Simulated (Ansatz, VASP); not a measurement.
NaCl: VASP beside Ansatz

```
Na Cl
1.0
     0.00000    2.84345    2.84345
     2.84345    0.00000    2.84345
     2.84345    2.84345    0.00000
Na Cl
1 1
Direct
  0.00000 0.00000 0.00000
  0.50000 0.50000 0.50000
```

Alike in both runs: task single point; functional PBEsol; k mesh 6 × 6 × 6; occupations gaussian, width 0.1 eV; no spin polarisation.

```csv
,VASP,Ansatz
version,VASP 6.6.1,Ansatz 0.2.0
potentials or method,"VASP PAW PBE potentials, release 64 (Na_pv, Cl), cutoff 500 eV","scalar-relativistic, plane waves, PAW"
valence electrons in the cell,14,16
```

VASP gave:

* gap on the k mesh at the Fermi level (eV): 4.84
* least direct gap on the mesh (eV): 4.84
* pressure (GPa): -1.1

Question: Which values does Ansatz return?

Answer: gap on the k mesh at the Fermi level (eV): 4.85; least direct gap on the mesh (eV): 4.85; pressure (GPa): -1.0.

VASP's potentials were made for PBE, not for PBEsol, and Ansatz warns of the same on its side. The functional is the same, so the differences come from potentials, cutoffs and numerics. VASP's potentials hold 14 valence electrons a cell and Ansatz's 16, so a difference there can come from the potentials and not from the codes.
